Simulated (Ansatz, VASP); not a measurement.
## C in VASP and in Ansatz

POSCAR

```
C
1.0
    2.4493845168      0.0000000000      0.0000000000
   -1.2246922584      2.1212292151      0.0000000000
    0.0000000000      0.0000000000      8.0577224293
C
4
Direct
    0.0000000000      0.0000000000      0.2500000000
    0.0000000000      0.0000000000      0.7500000000
    0.3333333333      0.6666666667      0.2500000000
    0.6666666667      0.3333333333      0.7500000000
```

The input INCAR.step1:

```
PREC     = Accurate       # precision mode
ENCUT    = 520            # plane-wave cutoff, eV
EDIFF    = 1E-5           # SCF threshold, eV
ISMEAR   = 0              # smearing method
SIGMA    = 0.05           # smearing width, eV
LREAL    = F              # projectors in reciprocal space
LASPH    = T              # aspherical terms in the spheres
NELM     = 80             # most SCF steps
ALGO     = Normal         # electronic algorithm
ISIF     = 2              # what is computed and relaxed
LWAVE    = T              # write WAVECAR
GGA      = PE             # functional
NBANDS   = 16             # bands
```

Contents of INCAR.step2:

```
PREC     = Accurate       # precision mode
ENCUT    = 520            # plane-wave cutoff, eV
EDIFF    = 1E-6           # SCF threshold, eV
ISMEAR   = 0              # smearing method
SIGMA    = 0.05           # smearing width, eV
LREAL    = F              # projectors in reciprocal space
LASPH    = T              # aspherical terms in the spheres
NELM     = 80             # most SCF steps
ALGO     = Normal         # electronic algorithm
ISIF     = 2              # what is computed and relaxed
LWAVE    = F              # write WAVECAR
LCHARG   = T              # write CHGCAR
GGA      = PE             # functional
LHFCALC  = T              # exact exchange
HFSCREEN = 0.2079         # screening, 1/A
PRECFOCK = Normal       
LELF     = T              # ELF
LVHAR    = T            
ISTART   = 1            
NBANDS   = 16             # bands
```

File KPOINTS:

```
regular mesh
0
Gamma
  8 8 2
```

Input for Ansatz:

```yaml
crystal:
  lattice:
    - [2.4493845168, 0.0, 0.0]
    - [-1.2246922584, 2.1212292151, 0.0]
    - [0.0, 0.0, 8.0577224293]
  atoms:
    - { symbol: C, position: [0.0, 0.0, 0.25] }
    - { symbol: C, position: [0.0, 0.0, 0.75] }
    - { symbol: C, position: [0.3333333333, 0.6666666667, 0.25] }
    - { symbol: C, position: [0.6666666667, 0.3333333333, 0.75] }
basis:
  ecutwfc: 420
  ecutrho_ratio: 4
kpoints:
  mp_grid: { grid: [8, 8, 2] }
  band_path:
    path:
      - [[0.0, 0.0, 0.0], [0.5, 0.0, 0.0], [0.33333333, 0.33333333, 0.0], [0.0, 0.0, 0.0], [0.0, 0.0, 0.5], [0.5, 0.0, 0.5], [0.33333333, 0.33333333, 0.5], [0.0, 0.0, 0.5]]
      - [[0.5, 0.0, 0.5], [0.5, 0.0, 0.0]]
      - [[0.33333333, 0.33333333, 0.5], [0.33333333, 0.33333333, 0.0]]
    npoints: 4
hamiltonian:
  xc: hse06
scf:
  occupations: { method: gaussian, width: 0.05 }
  n_extra_bands: 10
output:
  forces: true
  stress: true
  eigenvalues: true
  populations: true
  dos: { projected: true, de: 0.02 }
  bader: false
```

Alike in both runs: task single point; functional HSE06; k mesh 8 × 8 × 2; occupations gaussian, width 0.05 eV; no spin polarisation.

|  | VASP | Ansatz |
| --- | --- | --- |
| version | VASP 6.6.1 | Ansatz 0.2.0 |
| potentials or method | VASP PAW PBE potentials, release 64 (C), cutoff 520 eV | scalar-relativistic, plane waves, PAW |
| valence electrons in the cell | 16 | 16 |

|  | VASP | Ansatz | Ansatz less VASP |
| --- | --- | --- | --- |
| gap on the k mesh at the Fermi level (eV) | 2.33 | 2.33 | +0.001 |
| least direct gap on the mesh (eV) | 2.34 | 2.34 | +0.001 |
| pressure (GPa) | 0.6 | 0.1 | -0.52 |
| traceless stress, the component that is largest in VASP (GPa) | -0.67 | -0.07 | +0.596 |

With one functional, cell and mesh, what is left measures potentials, basis and numerics. Ansatz's warnings: stress exchange threshold loose, stress scf threshold loose.
